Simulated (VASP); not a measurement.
# LiH (P6_3/mmc) in VASP: single point with r2SCAN

Aim: the single point of LiH with r2SCAN.

All numbers are computed with VASP 6.6.1; they aren't measurements. Logs are shortened: lines on timing, memory, paths and dates and some standing lists are left out, and cuts for length are marked.

**1. The cell of the first run**

It takes space group P6_3/mmc (No. 194, hexagonal). Conventional cell: a = 3.256 Å, b = 3.256 Å, c = 4.068 Å, α = 90.00°, β = 90.00°, γ = 120.00°. Within 2.5 Å of Li (site symmetry -6m2) lie 5 H at 1.88 to 2.03 Å. Within 2.5 Å of H (site symmetry -6m2) lie 5 Li at 1.88 to 2.03 Å.

**2. Single point, r2SCAN**

POSCAR

```
LiH
1.0
    3.2558267816      0.0000000000      0.0000000000
   -1.6279133908      2.8196287032      0.0000000000
    0.0000000000      0.0000000000      4.0684446705
Li H
2 2
Direct
    0.3333333333      0.6666666667     -0.0625092883
    0.6666666667      0.3333333333      0.4374907117
    0.3333333333      0.6666666667      0.4375092883
    0.6666666667      0.3333333333      0.9375092883
```

INCAR.step1

```
ALGO = Normal
EDIFF = 1E-4
ENCUT = 520
GGA = PE
ISMEAR = 0
LASPH = True
LCHARG = False
LREAL = False
LWAVE = True
NBANDS = 12
NELM = 100
PREC = Accurate
SIGMA = 0.01
```

INCAR.step2

```
ALGO = Normal
EDIFF = 1E-7
ENCUT = 520
ISIF = 2
ISMEAR = 0
ISTART = 1
LASPH = True
LCHARG = False
LMIXTAU = True
LREAL = False
LWAVE = False
METAGGA = R2SCAN
NBANDS = 12
NELM = 100
PREC = Accurate
SIGMA = 0.01
```

KPOINTS

```
k-points
0
Gamma
  6 6 4
```

Potentials or basis: VASP PAW PBE potentials, release 64 (Li_sv, H).

Run with:

```console
$ cat potpaw_PBE.64/Li_sv/POTCAR potpaw_PBE.64/H/POTCAR > POTCAR
$ cp INCAR.step1 INCAR
$ mpirun -np 1 vasp_std > vasp.out
$ cp INCAR.step2 INCAR
$ mpirun -np 1 vasp_std > vasp.out
```

OUTCAR:

```text
EDIFF = 1E-7
   ENCUT = 520
   ISIF = 2
   ISMEAR = 0
   ISTART = 1
   LASPH = True
   LREAL = False
   METAGGA = R2SCAN
   NELM = 100
   PREC = Accurate

 ion  position               nearest neighbor table
   1  0.333  0.667  0.937-
   2  0.667  0.333  0.437-
   3  0.333  0.667  0.438-
   4  0.667  0.333  0.938-

  LATTYP: Found a hexagonal cell.
 ALAT       =     3.2558267816
 C/A-ratio  =     1.2495887968

  Lattice vectors:

 A1 = (   3.2558267816,   0.0000000000,   0.0000000000)
 A2 = (  -1.6279133908,   2.8196287032,   0.0000000000)
 A3 = (   0.0000000000,   0.0000000000,   4.0684446705)

Analysis of symmetry for initial positions (statically):
=====================================================================
 Subroutine PRICEL returns:
 Original cell was already a primitive cell.

 Routine SETGRP: Setting up the symmetry group for a
 hexagonal supercell.

 Subroutine GETGRP returns: Found 12 space group operations
 (whereof  6 operations were pure point group operations)
 out of a pool of 24 trial point group operations.

The static configuration has the point symmetry C_3v.
 The point group associated with its full space group is C_6v.

Analysis of symmetry for dynamics (positions and initial velocities):
=====================================================================
 Subroutine PRICEL returns:
 Original cell was already a primitive cell.

 Routine SETGRP: Setting up the symmetry group for a
 hexagonal supercell.

 Subroutine GETGRP returns: Found 12 space group operations
 (whereof  6 operations were pure point group operations)
 out of a pool of 24 trial point group operations.

The dynamic configuration has the point symmetry C_3v.
 The point group associated with its full space group is C_6v.

 Subroutine INISYM returns: Found 12 space group operations
 (whereof  6 operations are pure point group operations),
 and found     1 'primitive' translations

----------------------------------------------------------------------------------------

                                     Primitive cell

  volume of cell :      37.3492

  direct lattice vectors                    reciprocal lattice vectors
     3.255826782  0.000000000  0.000000000     0.307141647  0.177328313  0.000000000
    -1.627913391  2.819628703  0.000000000     0.000000000  0.354656625  0.000000000
     0.000000000  0.000000000  4.068444670     0.000000000  0.000000000  0.245794175

  length of vectors
     3.255826782  3.255826782  4.068444670     0.354656625  0.354656625  0.245794175

  position of ions in fractional coordinates (direct lattice)
     0.333333333  0.666666667  0.937490712
     0.666666667  0.333333333  0.437490712
     0.333333333  0.666666667  0.437509288
     0.666666667  0.333333333  0.937509288

  ion indices of the primitive-cell ions
   primitive index   ion index
                 1           1
                 2           2
                 3           3
                 4           4

----------------------------------------------------------------------------------------

 KPOINTS: k-points

Automatic generation of k-mesh.
 Grid dimensions read from file:
 generate k-points for:    6    6    4

 Generating k-lattice:

  Cartesian coordinates                     Fractional coordinates (reciprocal lattice)
     0.051190274  0.029554719  0.000000000     0.166666667  0.000000000  0.000000000
     0.000000000  0.059109438  0.000000000     0.000000000  0.166666667  0.000000000
     0.000000000  0.000000000  0.061448544     0.000000000  0.000000000  0.250000000

  Length of vectors
     0.059109438  0.059109438  0.061448544

  Shift w.r.t. Gamma in fractional coordinates (k-lattice)
     0.000000000  0.000000000  0.000000000

 Subroutine IBZKPT returns following result:
 ===========================================

 Found     21 irreducible k-points:

 Following reciprocal coordinates:
            Coordinates               Weight
  0.000000  0.000000  0.000000      1.000000
  0.166667  0.000000  0.000000      6.000000
  0.333333  0.000000  0.000000      6.000000
  0.500000 -0.000000  0.000000      3.000000
  0.166667  0.166667  0.000000      6.000000
  0.333333  0.166667  0.000000     12.000000
[... 13 lines left out ...]
  0.333333  0.166667  0.500000     12.000000
  0.333333  0.333333  0.500000      2.000000
   k-points           NKPTS =     21   k-points in BZ     NKDIM =     21   number of bands    NBANDS=     12
   number of dos      NEDOS =    301   number of ions     NIONS =      4
   total plane-waves  NPLWV =  17280
   dimension x,y,z NGX =    24 NGY =   24 NGZ =   30
   dimension x,y,z NGXF=    48 NGYF=   48 NGZF=   60
   ions per type =               2   2
   NGX,Y,Z   is equivalent  to a cutoff of  12.25, 12.25, 12.26 a.u.
   NGXF,Y,Z  is equivalent  to a cutoff of  24.51, 24.51, 24.52 a.u.
 SYSTEM =  unknown system
   PREC   = accura    normal or accurate (medium, high low for compatibility)
   ISTART =      1    job   : 0-new  1-cont  2-samecut
   ICHARG =      0    charge: 1-file 2-atom 10-const
   ISPIN  =      1    spin polarized calculation?
   LNONCOLLINEAR =      F non collinear calculations
   LSORBIT =      F    spin-orbit coupling
   LASPH  =      T    aspherical Exc in radial PAW
   ENCUT  =  520.0 eV  38.22 Ry    6.18 a.u.   6.05  6.05  7.56*2*pi/ulx,y,z
   NELM   =    100;   NELMIN=  2; NELMDL=  0     # of ELM steps
   EDIFF  = 0.1E-06   stopping-criterion for ELM
   LREAL  =      F    real-space projection
   EDIFFG = 0.1E-05   stopping-criterion for IOM
   NSW    =      0    number of steps for IOM
   IBRION =     -1    ionic relax: 0-MD 1-quasi-New 2-CG
   NFREE  =      0    steps in history (QN), initial steepest desc. (CG)
   ISIF   =      2    stress and relaxation
   ISYM   =      2    0-nonsym 1-usesym 2-fastsym
   POTIM  = 0.5000    time-step for ionic-motion
   TEBEG  =    0.0;   TEEND  =   0.0 temperature during run
   PSTRESS=    0.0 pullay stress
   NELECT =       8.0000    total number of electrons
   NUPDOWN=      -1.0000    fix difference up-down
   EMIN   =  10.00;   EMAX   =-10.00  energy-range for DOS
   EFERMI =   0.00;   METHOD = LEGACY
   ISMEAR =     0;   SIGMA  =   0.01  broadening in eV -4-tet -1-fermi 0-gaus
   EFERMI_NEDOS =   21; number of points for ismear=-14 and -15
   IALGO  =     38    algorithm
   IMIX   =      4    mixing-type and parameters
     AMIX     =   0.40;   BMIX     =  1.00
     AMIX_MAG =   1.60;   BMIX_MAG =  1.00
  volume/ion in A,a.u.               =       9.34        63.01
  Fermi-wavevector in a.u.,A,eV,Ry     =   0.979515  1.851014 13.054096  0.959449
  Thomas-Fermi vector in A             =   2.110374
   LORBIT       =      0    0 simple, 1 ext, 2 COOP (PROOUT), +10 PAW based schemes
   METAGGA = R2SCAN    functional components
   LHFCALC =     F    Hartree Fock is set to
   AEXX    =    0.0000 exact exchange contribution
   IVDW    =     0    specifies the selected vdW correction
   LEPSILON=     F    determine dielectric tensor
   LRPA    =     F    only Hartree local field effects (RPA)
 non-spin polarized calculation
 Gauss-broadening in eV      SIGMA  =   0.01
  energy-cutoff  :      520.00
  volume of cell :       37.35
 maximum number of plane-waves:      1038
   NGX = 13   NGY = 13   NGZ = 15

 number of electron       8.0000004 magnetization

 Free energy of the ion-electron system (eV)
  ---------------------------------------------------
  ext. energy  EPLUGINS =         0.00000000
  ---------------------------------------------------
  free energy    TOTEN  =       -13.53256219 eV

  energy without entropy =      -13.53256219  energy(sigma->0) =      -13.53256219

 E-fermi :  -0.3585     XC(G=0):  -8.1716

 val. band max:       -0.4186364594   @ k =   0.0000   0.0000   0.0000
 cond. band min:       1.8786845411   @ k =   0.3333   0.3333   0.0000
 fundamental gap:      2.2973210005
 Fermi energy:        -0.3585453861

 k-point     1 :       0.0000    0.0000    0.0000
  band No.  band energies     occupation
      1     -46.4745      2.00000
      2     -46.4187      2.00000
      3      -5.6903      2.00000
      4      -0.4186      2.00000
      5       3.1881      0.00000
      6      11.2074      0.00000
      7      11.2078      0.00000
      8      11.8893      0.00000
      9      13.9504      0.00000
     10      13.9506      0.00000
     11      16.0093      0.00000
     12      18.7563      0.00000

 k-point     2 :       0.1667    0.0000    0.0000
  band No.  band energies     occupation
      1     -46.4695      2.00000
      2     -46.4202      2.00000
      3      -5.3591      2.00000
      4      -0.6128      2.00000
      5       3.7085      0.00000
      6       8.1942      0.00000
      7       9.5971      0.00000
      8      11.5525      0.00000
      9      15.2773      0.00000
     10      15.9758      0.00000
     11      16.2085      0.00000
     12      16.2672      0.00000

 k-point     3 :       0.3333    0.0000    0.0000
  band No.  band energies     occupation
      1     -46.4574      2.00000
      2     -46.4252      2.00000
      3      -4.3956      2.00000
      4      -1.3639      2.00000
      5       5.2363      0.00000
      6       5.4069      0.00000
      7       8.0914      0.00000
      8      10.5917      0.00000
      9      11.7787      0.00000
     10      15.3965      0.00000
     11      15.7015      0.00000
     12      16.6779      0.00000

 k-point     4 :       0.5000   -0.0000    0.0000
  band No.  band energies     occupation
      1     -46.4487      2.00000
      2     -46.4303      2.00000
      3      -3.2633      2.00000
      4      -2.4608      2.00000
      5       4.5324      0.00000
      6       7.0448      0.00000
      7       7.5716      0.00000
      8       9.0009      0.00000
      9       9.8708      0.00000
     10      15.2242      0.00000
     11      16.1852      0.00000
     12      16.7001      0.00000

 k-point     5 :       0.1667    0.1667    0.0000
  band No.  band energies     occupation
      1     -46.4608      2.00000
      2     -46.4235      2.00000
      3      -4.7080      2.00000
      4      -1.0291      2.00000
      5       4.7369      0.00000
      6       5.3353      0.00000
      7       9.0488      0.00000
      8      12.0854      0.00000
      9      13.0703      0.00000
     10      13.3497      0.00000
     11      15.9963      0.00000
     12      16.3888      0.00000
[... 183 lines left out ...]
      1     -46.4392      2.00000
      2     -46.4392      2.00000
      3      -2.8872      2.00000
      4      -2.8872      2.00000
      5       4.4638      0.00000
      6       4.4638      0.00000
      7       9.8671      0.00000
      8       9.8671      0.00000
      9      11.9026      0.00000
     10      11.9026      0.00000
     11      16.9287      0.00000
     12      16.9287      0.00000

 k-point    19 :       0.1667    0.1667    0.5000
  band No.  band energies     occupation
      1     -46.4419      2.00000
      2     -46.4419      2.00000
      3      -3.4580      2.00000
      4      -3.4580      2.00000
      5       6.5293      0.00000
      6       6.5293      0.00000
      7       9.4233      0.00000
      8       9.4233      0.00000
      9      13.6161      0.00000
     10      13.6161      0.00000
     11      16.0996      0.00000
     12      16.0996      0.00000

 k-point    20 :       0.3333    0.1667    0.5000
  band No.  band energies     occupation
      1     -46.4392      2.00000
      2     -46.4392      2.00000
      3      -2.8810      2.00000
      4      -2.8810      2.00000
      5       4.6743      0.00000
      6       4.6743      0.00000
      7       8.3304      0.00000
      8       8.3304      0.00000
      9      14.3038      0.00000
     10      14.3038      0.00000
     11      17.2772      0.00000
     12      17.2772      0.00000

 k-point    21 :       0.3333    0.3333    0.5000
  band No.  band energies     occupation
      1     -46.4384      2.00000
      2     -46.4384      2.00000
      3      -2.6318      2.00000
      4      -2.6318      2.00000
      5       4.1995      0.00000
      6       4.1995      0.00000
      7       7.4279      0.00000
      8       7.4279      0.00000
      9      15.9123      0.00000
     10      15.9123      0.00000
     11      19.0176      0.00000
     12      19.0176      0.00000

------------------------ aborting loop because EDIFF is reached ----------------------------------------

  FORCE on cell =-STRESS in cart. coord.  units (eV):
  Direction    XX          YY          ZZ          XY          YZ          ZX
  --------------------------------------------------------------------------------------
  -------------------------------------------------------------------------------------
  Total       -0.0516751     -0.0516751     -0.0439534      0.0000000      0.0000000      0.0000000
  in kB       -2.2167180     -2.2167180     -1.8854770      0.0000000      0.0000000      0.0000000
  external PRESSURE =      -2.1063043 kB  Pullay stress =       0.0000000 kB

 VOLUME and BASIS-vectors are now :
 -----------------------------------------------------------------------------
  energy-cutoff  :      520.00
  volume of cell :       37.35
      direct lattice vectors                 reciprocal lattice vectors
     3.255826782  0.000000000  0.000000000     0.307141647  0.177328313  0.000000000
    -1.627913391  2.819628703  0.000000000     0.000000000  0.354656625  0.000000000
     0.000000000  0.000000000  4.068444670     0.000000000  0.000000000  0.245794175

 POSITION                                       TOTAL-FORCE (eV/Angst)
 -----------------------------------------------------------------------------------
     -0.00000      1.87975      3.81413        -0.000000     -0.000000     -0.033555
      1.62791      0.93988      1.77991         0.000000      0.000000     -0.033555
     -0.00000      1.87975      1.77998        -0.000000      0.000000      0.033555
      1.62791      0.93988      3.81420         0.000000     -0.000000      0.033555
 -----------------------------------------------------------------------------------
    total drift:                               -0.000000     -0.000000     -0.133604

  FREE ENERGIE OF THE ION-ELECTRON SYSTEM (eV)
  ---------------------------------------------------
  free  energy   TOTEN  =       -13.5325621907 eV

  energy  without entropy=      -13.5325621907  energy(sigma->0) =      -13.53256219
```

Wall time 93 s (1 thread of AMD EPYC 7R13, shared host); peak memory 0.12 GiB.

Results:

* Free energy: -13.5326 eV
* Largest force: 0.034 eV/Å
* Band gap on the k mesh: 2.30 eV, indirect (least direct gap 3.61 eV)

Forces on the atoms (eV/Å):
```
Li   0.000  0.000 -0.034
Li   0.000  0.000 -0.034
H    0.000  0.000  0.034
H    0.000  0.000  0.034
```

Caveat: the cutoff is under 1.25 times the usual one of these potentials, so pressure, stress and relaxed cells hold a basis-set (Pulay) error; the PAW data sets were made with another functional, which shifts forces and pressure a little.
